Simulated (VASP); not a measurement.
# KF (R-3m) in VASP: notebook

Runs on KF. Level: PBE. Tasks: single point.

All numbers are computed with VASP 6.6.1; they aren't measurements. Logs are shortened: lines on timing, memory, paths and dates and some standing lists are left out, and cuts for length are marked.

## 1. The cell of the first run

Symmetry: R-3m, No. 166, trigonal system. The conventional cell has a = 3.832 Å, b = 3.832 Å, c = 9.848 Å, α = 90.00°, β = 90.00°, γ = 120.00°. K (site symmetry -3m) has 6 F at 2.75 Å within 3.6 Å. F (site symmetry -3m) has 6 K at 2.75 Å within 3.6 Å.

## 2. Single point, PBE (20.87 Å³/atom)

INCAR reads:

```
SYSTEM = KF
ALGO     = Normal         ! electronic algorithm
EDIFF    = 1E-6           ! SCF threshold, eV
ENCUT    = 520            ! plane-wave cutoff, eV
GGA      = PE             ! functional
ISIF     = 2              ! what is computed and relaxed
ISMEAR   = 0              ! smearing method
LASPH    = .True.         ! aspherical terms in the spheres
LCHARG   = .False.        ! write CHGCAR
LREAL    = .False.        ! projectors in reciprocal space
LWAVE    = .False.        ! write WAVECAR
NBANDS   = 15             ! bands
NELM     = 80             ! most SCF steps
PREC     = Accurate       ! precision mode
SIGMA    = 0.05           ! smearing width, eV
```

KPOINTS reads:

```
k-points
0
Gamma
  8 8 8
  0 0 0
```

POSCAR reads:

```
KF
1.0
    0.0890491788      2.7984562426      2.7984562426
    2.7984562426      0.0890491788      2.7984562426
    2.7984562426      2.7984562426      0.0890491788
K F
1 1
Direct
    0.0000000000      0.0000000000      0.0000000000
    0.5000000000      0.5000000000      0.5000000000
```

Potentials or basis: VASP PAW PBE potentials, release 64 (K_sv, F).

Started as:

```sh
> cat potpaw_PBE.64/K_sv/POTCAR potpaw_PBE.64/F/POTCAR > POTCAR
> mpirun -np 1 vasp_std > vasp.out
```

OUTCAR:

```text
SYSTEM = KF
   EDIFF = 1E-6
   ENCUT = 520
   GGA = PE
   ISIF = 2
   ISMEAR = 0
   LASPH = .True.
   LREAL = .False.
   NELM = 80
   PREC = Accurate

 ion  position               nearest neighbor table
   1  0.000  0.000  0.000-   2 2.75   2 2.75   2 2.75   2 2.75   2 2.75   2 2.75
   2  0.500  0.500  0.500-   1 2.75   1 2.75   1 2.75   1 2.75   1 2.75   1 2.75

  LATTYP: Found a trigonal (rhomboedric) cell.
 ALAT       =     3.9586164805
 COS(alpha) =     0.5315517070

  Lattice vectors:

 A1 = (   0.0890491788,   2.7984562426,   2.7984562426)
 A2 = (   2.7984562426,   0.0890491788,   2.7984562426)
 A3 = (   2.7984562426,   2.7984562426,   0.0890491788)

Analysis of symmetry for initial positions (statically):
=====================================================================
 Subroutine PRICEL returns:
 Original cell was already a primitive cell.

 Routine SETGRP: Setting up the symmetry group for a
 trigonal (rhombohedral) supercell.

 Subroutine GETGRP returns: Found 12 space group operations
 (whereof 12 operations were pure point group operations)
 out of a pool of 12 trial point group operations.

The static configuration has the point symmetry D_3d.

Analysis of symmetry for dynamics (positions and initial velocities):
=====================================================================
 Subroutine PRICEL returns:
 Original cell was already a primitive cell.

 Routine SETGRP: Setting up the symmetry group for a
 trigonal (rhombohedral) supercell.

 Subroutine GETGRP returns: Found 12 space group operations
 (whereof 12 operations were pure point group operations)
 out of a pool of 12 trial point group operations.

The dynamic configuration has the point symmetry D_3d.

 Subroutine INISYM returns: Found 12 space group operations
 (whereof 12 operations are pure point group operations),
 and found     1 'primitive' translations

----------------------------------------------------------------------------------------

                                     Primitive cell

  volume of cell :      41.7400

  direct lattice vectors                    reciprocal lattice vectors
     0.089049179  2.798456243  2.798456243    -0.187432381  0.181652063  0.181652063
     2.798456243  0.089049179  2.798456243     0.181652063 -0.187432381  0.181652063
     2.798456243  2.798456243  0.089049179     0.181652063  0.181652063 -0.187432381

  length of vectors
     3.958616481  3.958616481  3.958616481     0.318002895  0.318002895  0.318002895

  position of ions in fractional coordinates (direct lattice)
[... 91 lines left out ...]
   NUPDOWN=      -1.0000    fix difference up-down
   EMIN   =  10.00;   EMAX   =-10.00  energy-range for DOS
   EFERMI =   0.00;   METHOD = LEGACY
   ISMEAR =     0;   SIGMA  =   0.05  broadening in eV -4-tet -1-fermi 0-gaus
   EFERMI_NEDOS =   21; number of points for ismear=-14 and -15
   IALGO  =     38    algorithm
   IMIX   =      4    mixing-type and parameters
     AMIX     =   0.40;   BMIX     =  1.00
     AMIX_MAG =   1.60;   BMIX_MAG =  1.00
  volume/ion in A,a.u.               =      20.87       140.84
  Fermi-wavevector in a.u.,A,eV,Ry     =   1.189225  2.247309 19.242121  1.414256
  Thomas-Fermi vector in A             =   2.325337
   LORBIT       =      0    0 simple, 1 ext, 2 COOP (PROOUT), +10 PAW based schemes
   GGA     = PE    functional components
   LHFCALC =     F    Hartree Fock is set to
   AEXX    =    0.0000 exact exchange contribution
   IVDW    =     0    specifies the selected vdW correction
   LEPSILON=     F    determine dielectric tensor
   LRPA    =     F    only Hartree local field effects (RPA)
 non-spin polarized calculation
 Gauss-broadening in eV      SIGMA  =   0.05
  energy-cutoff  :      520.00
  volume of cell :       41.74
 maximum number of plane-waves:      1136
 NGX is ok and might be reduce to    30
   NGX = 15   NGY = 15   NGZ = 15

 number of electron      15.9999995 magnetization

 Free energy of the ion-electron system (eV)
  ---------------------------------------------------
  ext. energy  EPLUGINS =         0.00000000
  ---------------------------------------------------
  free energy    TOTEN  =        -8.28794614 eV

  energy without entropy =       -8.28794614  energy(sigma->0) =       -8.28794614

 E-fermi :  -2.7354     XC(G=0):  -8.0064

 val. band max:       -3.0001042631   @ k =   0.0000   0.0000   0.0000
 cond. band min:       2.6886350185   @ k =   0.0000   0.0000   0.0000
 fundamental gap:      5.6887392816
 Fermi energy:        -2.7354380225

 k-point     1 :       0.0000    0.0000    0.0000
  band No.  band energies     occupation
      1     -29.4352      2.00000
      2     -21.6281      2.00000
      3     -12.7462      2.00000
      4     -12.7369      2.00000
      5     -12.7369      2.00000
      6      -3.0519      2.00000
      7      -3.0001      2.00000
      8      -3.0001      2.00000
      9       2.6886      0.00000
     10       7.1120      0.00000
     11       7.5267      0.00000
     12       7.5267      0.00000
     13       8.9664      0.00000
     14       8.9664      0.00000
[... 401 lines left out ...]
      2     -21.6588      2.00000
      3     -12.8920      2.00000
      4     -12.8058      2.00000
      5     -12.7556      2.00000
      6      -3.5050      2.00000
      7      -3.2131      2.00000
      8      -3.1632      2.00000
      9       4.6976      0.00000
     10       6.5978      0.00000
     11       8.1390      0.00000
     12       8.4686      0.00000
     13       9.6076      0.00000
     14       9.9173      0.00000
     15      14.0135      0.00000

 [... further k-points ...]

------------------------ aborting loop because EDIFF is reached ----------------------------------------

  FORCE on cell =-STRESS in cart. coord.  units (eV):
  Direction    XX          YY          ZZ          XY          YZ          ZX
  --------------------------------------------------------------------------------------
  -------------------------------------------------------------------------------------
  Total       -0.3285786     -0.3285786     -0.3285786     -0.1263185     -0.1263185     -0.1263185
  in kB      -12.6123917    -12.6123917    -12.6123917     -4.8486989     -4.8486989     -4.8486989
  external PRESSURE =     -12.6123917 kB  Pullay stress =       0.0000000 kB

 VOLUME and BASIS-vectors are now :
 -----------------------------------------------------------------------------
  energy-cutoff  :      520.00
  volume of cell :       41.74
      direct lattice vectors                 reciprocal lattice vectors
     0.089049179  2.798456243  2.798456243    -0.187432381  0.181652063  0.181652063
     2.798456243  0.089049179  2.798456243     0.181652063 -0.187432381  0.181652063
     2.798456243  2.798456243  0.089049179     0.181652063  0.181652063 -0.187432381

 POSITION                                       TOTAL-FORCE (eV/Angst)
 -----------------------------------------------------------------------------------
      0.00000      0.00000      0.00000         0.000000     -0.000000     -0.000000
      2.84298      2.84298      2.84298        -0.000000      0.000000      0.000000
 -----------------------------------------------------------------------------------
    total drift:                                0.000000      0.000000      0.000000

  FREE ENERGIE OF THE ION-ELECTRON SYSTEM (eV)
  ---------------------------------------------------
  free  energy   TOTEN  =        -8.2879461445 eV

  energy  without entropy=       -8.2879461445  energy(sigma->0) =       -8.28794614
```

It took 69 s on 1 thread of Intel Xeon 8259CL, shared host; peak memory 0.19 GiB.

What came out:

* Free energy: -8.2879 eV
* Pressure: -1.3 GPa
* Band gap on the k mesh: 5.69 eV

Stress tensor (GPa, compression positive):
```
-1.26 -0.48 -0.48
-0.48 -1.26 -0.48
-0.48 -0.48 -1.26
```

Levels at points of the mesh, in eV from the valence-band top:
```csv
k point,band 6,band 7,band 8,band 9,band 10,band 11
"(0.00, 0.00, 0.00)",-0.05,0.00,0.00,5.69,10.11,10.53
"(0.50, 0.00, 0.00)",-0.72,-0.35,-0.28,8.70,9.97,11.44
"(0.50, 0.50, 0.00)",-0.27,-0.11,-0.07,8.08,9.77,11.09
"(0.50, 0.50, 0.50)",-0.72,-0.25,-0.25,8.52,9.81,11.56
```

A k mesh can miss the band edges. Expect the measured gap to be larger: semilocal functionals such as PBE lack the derivative discontinuity.

(Part 1 of 2 ends here.)
